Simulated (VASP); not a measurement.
MoS2: single point with PBE

Crystal: MoS2.

```xyz
3
Lattice="1.5607 0.9011 6.0889 -1.5607 0.9011 6.0889 0.0000 -1.8021 6.0889" Properties=species:S:1:pos:R:3 pbc="T T T"
Mo    0.0000    0.0000    0.0018
S     0.0000    0.0000    4.5629
S     0.0000    0.0000    7.6193
```

This cell differs from its parent crystal: volume changed by -5%.

| Item | Value |
| --- | --- |
| Program | VASP 6.6.1 |
| Task | single point |
| Functional | PBE |
| Potentials or basis | VASP PAW PBE potentials, release 64 (Mo_sv, S) |
| Cutoff | 520 eV |
| k mesh | 4 × 4 × 4 |
| Occupations | gaussian, width 0.01 eV |
| Spin | no spin polarisation |

```
Pressure               : 10.5 GPa
Largest force          : 0.948 eV/Å
Band gap on the k mesh : 1.24 eV, indirect (least direct gap 2.19 eV)
```

Forces on the atoms (eV/Å):
```
Mo   0.000  0.000 -0.005
S    0.000  0.000 -0.943
S    0.000  0.000  0.948
```

Stress tensor (GPa, compression positive):
```
 9.61  0.00  0.00
 0.00  9.61  0.00
 0.00  0.00 12.15
```

Levels at points of the mesh, in eV from the valence-band top:
| k point | band 9 | band 10 | band 11 | band 12 | band 13 | band 14 | band 15 | band 16 | band 17 | band 18 |
| --- | --- | --- | --- | --- | --- | --- | --- | --- | --- | --- |
| (0.00, 0.00, 0.00) | -3.58 | -2.40 | -2.40 | -1.32 | -1.29 | 2.10 | 2.10 | 2.56 | 2.56 | 5.67 |
| (0.50, 0.00, 0.00) | -5.25 | -4.19 | -2.45 | -1.67 | -1.57 | 1.68 | 2.12 | 3.58 | 3.62 | 5.33 |
| (0.50, 0.50, 0.00) | -4.95 | -4.12 | -3.05 | -1.87 | -1.38 | 1.63 | 2.26 | 3.09 | 4.08 | 6.06 |
| (0.50, 0.50, 0.50) | -3.60 | -3.60 | -2.37 | -2.37 | 0.00 | 2.19 | 2.19 | 2.41 | 2.41 | 5.70 |

Run time: 31 s on 1 thread of Intel(R) Xeon(R) Platinum 8488C (Sapphire Rapids), with other jobs on the host, peak memory 0.32 GiB.

Caveat: the k points lie up to 0.59 Å⁻¹ apart. A k mesh can miss the band edges.
